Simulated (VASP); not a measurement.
Runs of VASP 6.6.1 on Au. Symmetry: Cmcm, No. 63, orthorhombic system. Conventional cell: a = 2.823 Å, b = 5.112 Å, c = 4.893 Å, α = 90.00°, β = 90.00°, γ = 90.00°. Au (site symmetry m2m) has 12 Au at 2.82 to 2.97 Å within 3.7 Å. 

| level | k mesh | smearing | gap on the mesh (eV) | pressure (GPa) | largest force (eV/Å) |
| --- | --- | --- | --- | --- | --- |
| PBE | 16 × 16 × 10 | methfessel-paxton 0.01 eV | none | 3.0 | 0.01 |
| PBE | 16 × 16 × 10 | methfessel-paxton 0.3 eV | none | 3.0 | 0.02 |
| r2SCAN | 16 × 16 × 10 | gaussian 0.1 eV | none | (a) | 0.01 |
| PBE | 18 × 18 × 10 | gaussian 0.1 eV | none | 3.0 | 0.02 |
| PBE | 16 × 16 × 10 | tetrahedron | none | 2.8 | 0.02 |

Alike in all rows: task single point; potentials or basis VASP PAW PBE potentials, release 64 (Au); no spin polarisation; cell as given; cutoff (eV) 520.

Fill in the values left out.

(a) -0.1.

Caveats: spin-orbit coupling is left out, which moves the levels of the heavy elements; the PAW data sets were made with another functional, which shifts forces and pressure a little (at least some runs); tetrahedron occupations give inexact forces and stress in metals (at least some runs).

A k mesh can miss the band edges, and the runs leave out spin-orbit coupling on Au.

A gap of «none» marks levels without a gap at the run's occupations.
